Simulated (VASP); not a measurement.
# B3C (P-4m2) in VASP: a series of runs, part 2 of 2

VASP 6.6.1. The steps go on from the part before.

## 3. Single point, PBE

The input, INCAR:

```
  ALGO = Normal
  EDIFF = 1E-6
  ENCUT = 600
  GGA = PE
  GGA_COMPAT = F
  ISIF = 2
  ISMEAR = 0
  LASPH = T
  LCHARG = F
  LREAL = F
  LWAVE = F
  NBANDS = 14
  NELM = 120
  PREC = Accurate
  SIGMA = 0.1
```

The input, KPOINTS:

```
k-points
0
Gamma
  6 6 4
```

The input, POSCAR:

```
B3C
1.0
    2.6681787548      0.0000000000      0.0000000000
    0.0000000000      2.6681787548      0.0000000000
    0.0000000000      0.0000000000      4.2515671774
B C
3 1
Direct
    0.5000000000      0.5000000000      0.5000000000
    0.5000000000      0.0000000000      0.8083835314
    0.0000000000      0.5000000000      0.1916164686
    0.0000000000      0.0000000000      0.0000000000
```

Potentials or basis: VASP PAW PBE potentials, release 64 (B, C).

Run with:

```sh
$ cat potpaw_PBE.64/B/POTCAR potpaw_PBE.64/C/POTCAR > POTCAR
$ mpirun -np 1 vasp_std > vasp.out
```

OUTCAR:

```text
EDIFF = 1E-6
   ENCUT = 600
   GGA = PE
   ISIF = 2
   ISMEAR = 0
   LASPH = T
   LREAL = F
   NELM = 120
   PREC = Accurate

 ion  position               nearest neighbor table
   1  0.500  0.500  0.500-   2 1.87   3 1.87   2 1.87   3 1.87
   2  0.500  0.000  0.808-   4 1.56   4 1.56   1 1.87   1 1.87
   3  0.000  0.500  0.192-   4 1.56   4 1.56   1 1.87   1 1.87
   4  0.000  0.000  0.000-   2 1.56   3 1.56   3 1.56   2 1.56

  LATTYP: Found a simple tetragonal cell.
 ALAT       =     2.6681787548
 C/A-ratio  =     1.5934341617

  Lattice vectors:

 A1 = (   2.6681787548,   0.0000000000,   0.0000000000)
 A2 = (   0.0000000000,   2.6681787548,   0.0000000000)
 A3 = (   0.0000000000,   0.0000000000,   4.2515671774)

Analysis of symmetry for initial positions (statically):
=====================================================================
 Subroutine PRICEL returns:
 Original cell was already a primitive cell.

 Routine SETGRP: Setting up the symmetry group for a
 simple tetragonal supercell.

 Subroutine GETGRP returns: Found  8 space group operations
 (whereof  8 operations were pure point group operations)
 out of a pool of 16 trial point group operations.

The static configuration has the point symmetry D_2d.

Analysis of symmetry for dynamics (positions and initial velocities):
=====================================================================
 Subroutine PRICEL returns:
 Original cell was already a primitive cell.

 Routine SETGRP: Setting up the symmetry group for a
 simple tetragonal supercell.

 Subroutine GETGRP returns: Found  8 space group operations
 (whereof  8 operations were pure point group operations)
 out of a pool of 16 trial point group operations.

The dynamic configuration has the point symmetry D_2d.

 Subroutine INISYM returns: Found  8 space group operations
[... 129 lines left out ...]
   IVDW    =     0    specifies the selected vdW correction
   LEPSILON=     F    determine dielectric tensor
   LRPA    =     F    only Hartree local field effects (RPA)
 non-spin polarized calculation
 Gauss-broadening in eV      SIGMA  =   0.10
  energy-cutoff  :      600.00
  volume of cell :       30.27
 maximum number of plane-waves:      1032
 NGX is ok and might be reduce to    24
   NGX = 11   NGY = 11   NGZ = 17

 number of electron      13.0000000 magnetization

 Free energy of the ion-electron system (eV)
  ---------------------------------------------------
  ext. energy  EPLUGINS =         0.00000000
  ---------------------------------------------------
  free energy    TOTEN  =       -27.32416732 eV

  energy without entropy =      -27.31708246  energy(sigma->0) =      -27.32062489

 E-fermi :   4.7561     XC(G=0): -11.6099

 val. band max:        4.6976790530   @ k =   0.5000   0.1667   0.5000
 cond. band min:       4.7675040304   @ k =   0.5000   0.1667   0.5000
 fundamental gap:      0.0698249774
 Fermi energy:         4.7560703613

 k-point     1 :       0.0000    0.0000    0.0000
  band No.  band energies     occupation
      1     -10.5167      2.00000
      2      -3.3642      2.00000
      3      -2.7379      2.00000
      4       2.5184      2.00000
      5       2.5184      2.00000
      6       7.5736      0.00000
      7       9.6155      0.00000
      8       9.6155      0.00000
      9      11.9922      0.00000
     10      12.9261      0.00000
     11      13.1001      0.00000
     12      13.1001      0.00000
     13      15.0287      0.00000
     14      18.6420      0.00000
[... 377 lines left out ...]
      1      -7.3083      2.00000
      2      -4.3136      2.00000
      3      -2.4605      2.00000
      4      -2.3389      2.00000
      5       4.1407      2.00000
      6       5.2015      0.00000
      7       5.2243      0.00000
      8       9.0558      0.00000
      9      12.1165      0.00000
     10      13.9741      0.00000
     11      14.5727      0.00000
     12      15.9779      0.00000
     13      17.3220      0.00000
     14      18.1592      0.00000

 [... further k-points ...]

------------------------ aborting loop because EDIFF is reached ----------------------------------------

  FORCE on cell =-STRESS in cart. coord.  units (eV):
  Direction    XX          YY          ZZ          XY          YZ          ZX
  --------------------------------------------------------------------------------------
  -------------------------------------------------------------------------------------
  Total        0.2222946      0.2222946     -0.4603955      0.0000000      0.0000000      0.0000000
  in kB       11.7668608     11.7668608    -24.3704047      0.0000000      0.0000000      0.0000000
  external PRESSURE =      -0.2788944 kB  Pullay stress =       0.0000000 kB

 VOLUME and BASIS-vectors are now :
 -----------------------------------------------------------------------------
  energy-cutoff  :      600.00
  volume of cell :       30.27
      direct lattice vectors                 reciprocal lattice vectors
     2.668178755  0.000000000  0.000000000     0.374787483  0.000000000  0.000000000
     0.000000000  2.668178755  0.000000000     0.000000000  0.374787483  0.000000000
     0.000000000  0.000000000  4.251567177     0.000000000  0.000000000  0.235207385

 POSITION                                       TOTAL-FORCE (eV/Angst)
 -----------------------------------------------------------------------------------
      1.33409      1.33409      2.12578         0.000000      0.000000      0.000000
      1.33409      0.00000      3.43690         0.000000     -0.000000     -0.138611
      0.00000      1.33409      0.81467        -0.000000      0.000000      0.138611
      0.00000      0.00000      0.00000         0.000000     -0.000000      0.000000
 -----------------------------------------------------------------------------------
    total drift:                                0.000000      0.000000     -0.000000

  FREE ENERGIE OF THE ION-ELECTRON SYSTEM (eV)
  ---------------------------------------------------
  free  energy   TOTEN  =       -27.3241673170 eV

  energy  without entropy=      -27.3170824619  energy(sigma->0) =      -27.32062489
```

stdout:

```text
POSCAR found type information on POSCAR B C
 POSCAR found :  2 types and       4 ions
 scaLAPACK will be used
 LDA part: xc-table for (Slater+PW92), standard interpolation
 POSCAR, INCAR and KPOINTS ok, starting setup
 FFT: planning ... GRIDC
 FFT: planning ... GRID_SOFT
 FFT: planning ... GRID
 WAVECAR not read
 entering main loop
```

It took 13 s on 1 thread of AMD EPYC 9R45 (Zen 5), shared host; peak memory 0.11 GiB.

What came out:

| Item | Value |
| --- | --- |
| Free energy | -27.3242 eV |
| Pressure | 0.0 GPa |
| Largest force | 0.139 eV/Å |

Forces on the atoms (eV/Å):
```
B    0.000  0.000  0.000
B    0.000  0.000 -0.139
B    0.000  0.000  0.139
C    0.000  0.000  0.000
```

Caveat: the k points lie up to 0.39 Å⁻¹ apart.
